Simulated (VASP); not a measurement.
# RbBr (P4/mmm) in VASP: notebook, part 3 of 3

VASP 6.6.1. Earlier steps stand in the parts before.

## (5) Single point, PBE

This run uses another cell than the first one, of the same volume but with other edges.

Contents of INCAR:

```
SYSTEM = RbBr
PREC = Accurate ; ENCUT = 520
EDIFF = 1E-6 ; ISMEAR = 0
SIGMA = 0.05 ; LREAL = .False.
LASPH = .True. ; NELM = 60
ALGO = Normal ; ISIF = 2
LWAVE = .False. ; LCHARG = .False.
GGA = PE ; NBANDS = 15
```

Contents of KPOINTS:

```
Automatic mesh
0
Gamma
  6 6 6
  0 0 0
```

Contents of POSCAR:

```
RbBr
1.0
    3.9970520000      0.0000000000      0.0000000000
    0.0000000000      3.9970520000      0.0000000000
    0.0000000000      0.0000000000      4.3967572000
Rb Br
1 1
Direct
    0.0000000000      0.0000000000      0.0000000000
    0.5000000000      0.5000000000      0.5000000000
```

Potentials or basis: VASP PAW PBE potentials, release 64 (Rb_sv, Br).

Command:

```console
cat potpaw_PBE.64/Rb_sv/POTCAR potpaw_PBE.64/Br/POTCAR > POTCAR
mpirun -np 1 vasp_std > vasp.out
```

OUTCAR:

```text
SYSTEM = RbBr
   PREC = Accurate
   ENCUT = 520
   EDIFF = 1E-6
   ISMEAR = 0
   LREAL = .False.
   LASPH = .True.
   NELM = 60
   ISIF = 2
   GGA = PE

 ion  position               nearest neighbor table
   1  0.000  0.000  0.000-   2 3.58   2 3.58   2 3.58   2 3.58   2 3.58   2 3.58   2 3.58   2 3.58

   2  0.500  0.500  0.500-   1 3.58   1 3.58   1 3.58   1 3.58   1 3.58   1 3.58   1 3.58   1 3.58

  LATTYP: Found a simple tetragonal cell.
 ALAT       =     3.9970520000
 C/A-ratio  =     1.1000000000

  Lattice vectors:

 A1 = (   3.9970520000,   0.0000000000,   0.0000000000)
 A2 = (   0.0000000000,   3.9970520000,   0.0000000000)
 A3 = (   0.0000000000,   0.0000000000,   4.3967572000)

Analysis of symmetry for initial positions (statically):
=====================================================================
 Subroutine PRICEL returns:
 Original cell was already a primitive cell.

 Routine SETGRP: Setting up the symmetry group for a
 simple tetragonal supercell.

 Subroutine GETGRP returns: Found 16 space group operations
 (whereof 16 operations were pure point group operations)
 out of a pool of 16 trial point group operations.

The static configuration has the point symmetry D_4h.

Analysis of symmetry for dynamics (positions and initial velocities):
=====================================================================
 Subroutine PRICEL returns:
 Original cell was already a primitive cell.

 Routine SETGRP: Setting up the symmetry group for a
 simple tetragonal supercell.

 Subroutine GETGRP returns: Found 16 space group operations
 (whereof 16 operations were pure point group operations)
 out of a pool of 16 trial point group operations.

The dynamic configuration has the point symmetry D_4h.

 Subroutine INISYM returns: Found 16 space group operations
 (whereof 16 operations are pure point group operations),
 and found     1 'primitive' translations

----------------------------------------------------------------------------------------
[... 118 lines left out ...]
   GGA     = PE    functional components
   LHFCALC =     F    Hartree Fock is set to
   AEXX    =    0.0000 exact exchange contribution
   IVDW    =     0    specifies the selected vdW correction
   LEPSILON=     F    determine dielectric tensor
   LRPA    =     F    only Hartree local field effects (RPA)
 non-spin polarized calculation
 Gauss-broadening in eV      SIGMA  =   0.05
  energy-cutoff  :      520.00
  volume of cell :       70.24
 maximum number of plane-waves:      1944
 NGX is ok and might be reduce to    30

 number of electron      15.9999999 magnetization

 Free energy of the ion-electron system (eV)
  ---------------------------------------------------
  ext. energy  EPLUGINS =         0.00000000
  ---------------------------------------------------
  free energy    TOTEN  =        -5.95629139 eV

  energy without entropy =       -5.95629139  energy(sigma->0) =       -5.95629139

 E-fermi :  -0.2670     XC(G=0):  -7.9300

 val. band max:       -0.4745392525   @ k =   0.5000   0.0000   0.5000
 cond. band min:       3.3312785331   @ k =   0.0000   0.0000   0.0000
 fundamental gap:      3.8058177856
 Fermi energy:        -0.2670032901

 k-point     1 :       0.0000    0.0000    0.0000
  band No.  band energies     occupation
      1     -25.8118      2.00000
      2     -13.2586      2.00000
      3      -9.8271      2.00000
      4      -9.7624      2.00000
      5      -9.7624      2.00000
      6      -1.0784      2.00000
      7      -0.6241      2.00000
      8      -0.6241      2.00000
      9       3.3313      0.00000
     10       4.8411      0.00000
     11       5.0764      0.00000
     12       9.0504      0.00000
     13       9.0504      0.00000
     14       9.7808      0.00000
[... 401 lines left out ...]
      2     -13.1167      2.00000
      3     -10.1411      2.00000
      4      -9.9269      2.00000
      5      -9.6969      2.00000
      6      -1.9516      2.00000
      7      -1.5032      2.00000
      8      -0.5143      2.00000
      9       4.9294      0.00000
     10       5.9772      0.00000
     11       7.7606      0.00000
     12       8.0763      0.00000
     13       8.5500      0.00000
     14       9.1084      0.00000
     15      10.9708      0.00000

 [... further k-points ...]
[... 5 lines left out ...]
  --------------------------------------------------------------------------------------
  -------------------------------------------------------------------------------------
  Total        0.7788347      0.7788347     -0.4693114      0.0000000      0.0000000     -0.0000000
  in kB       17.7641247     17.7641247    -10.7043330      0.0000000      0.0000000     -0.0000000
  external PRESSURE =       8.2746388 kB  Pullay stress =       0.0000000 kB

 VOLUME and BASIS-vectors are now :
 -----------------------------------------------------------------------------
  energy-cutoff  :      520.00
  volume of cell :       70.24
      direct lattice vectors                 reciprocal lattice vectors
     3.997052000  0.000000000  0.000000000     0.250184386  0.000000000  0.000000000
     0.000000000  3.997052000  0.000000000     0.000000000  0.250184386  0.000000000
     0.000000000  0.000000000  4.396757200     0.000000000  0.000000000  0.227440351

 POSITION                                       TOTAL-FORCE (eV/Angst)
 -----------------------------------------------------------------------------------
      0.00000      0.00000      0.00000         0.000000      0.000000      0.000000
      1.99853      1.99853      2.19838         0.000000      0.000000      0.000000
 -----------------------------------------------------------------------------------
    total drift:                                0.000000     -0.000000     -0.000000

  FREE ENERGIE OF THE ION-ELECTRON SYSTEM (eV)
  ---------------------------------------------------
  free  energy   TOTEN  =        -5.9562913933 eV

  energy  without entropy=       -5.9562913933  energy(sigma->0) =       -5.95629139
```

Run time: 17 s. Hardware: 1 thread of Intel Xeon Platinum 8488C (Sapphire Rapids), shared host; peak memory 0.2 GiB.

What came out:

- Free energy: -5.9563 eV
- Pressure: 0.8 GPa
- Band gap on the k mesh: 3.81 eV, indirect (least direct gap 3.96 eV)

## (6) Summary

```tsv
cell	gap on the mesh (eV)	pressure (GPa)
a = 4.482, b = 4.482, c = 3.496 Å, 2 atoms	2.59	1.2
a = 3.781, b = 3.781, c = 4.915 Å, 2 atoms	2.71	0.8
a = 4.242, b = 4.242, c = 3.903 Å, 2 atoms	3.74	0.8
a = 3.997, b = 3.997, c = 4.397 Å, 2 atoms	3.81	0.8
```

Alike in all rows: task single point; level PBE; potentials or basis VASP PAW PBE potentials, release 64 (Rb_sv, Br); no spin polarisation; k mesh 6 × 6 × 6; cutoff (eV) 520; smearing gaussian 0.05 eV.

Absolute energies hang on the potentials; compare differences alone.
